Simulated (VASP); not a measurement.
## C: single point with PBE+D3(BJ)

C, a slab with vacuum:

```
C
1.0
     2.46565    0.00000    0.00000
    -1.23283    2.13532    0.00000
     0.00000    0.00000   17.50007
C
4
Direct
  0.66667 0.33333 0.25714
  0.33333 0.66667 0.25714
  0.66667 0.33333 0.42915
  0.00000 0.00000 0.42914
```

* Program: VASP 6.6.1
* Task: single point
* Functional: PBE
* Dispersion: D3(BJ)
* Potentials or basis: VASP PAW PBE potentials, release 64 (C)
* Cutoff: 520 eV
* k mesh: 15 × 15 × 1
* Occupations: gaussian, width 0.1 eV
* Spin: no spin polarisation
* Dipole correction: yes
* Further INCAR settings: ALGO = Normal; EDIFF = 1e-06; NBANDS = 16

- Largest force: 0.156 eV/Å
- Dispersion energy per atom: -0.129 eV

Forces on the atoms (eV/Å):
```
C    0.000  0.000 -0.102
C    0.000  0.000 -0.156
C    0.000  0.000  0.102
C    0.000  0.000  0.156
```

Levels at points of the mesh, in eV from the Fermi level:
| k point | band 5 | band 6 | band 7 | band 8 | band 9 | band 10 | band 11 | band 12 |
| --- | --- | --- | --- | --- | --- | --- | --- | --- |
| (0.00, 0.00, 0.00) | -3.01 | -3.01 | -2.98 | -2.98 | 3.55 | 3.95 | 4.89 | 6.51 |

It took 80 s on 1 thread of Intel(R) Xeon(R) Platinum 8488C (Sapphire Rapids) (shared host), peak memory 0.2 GiB.
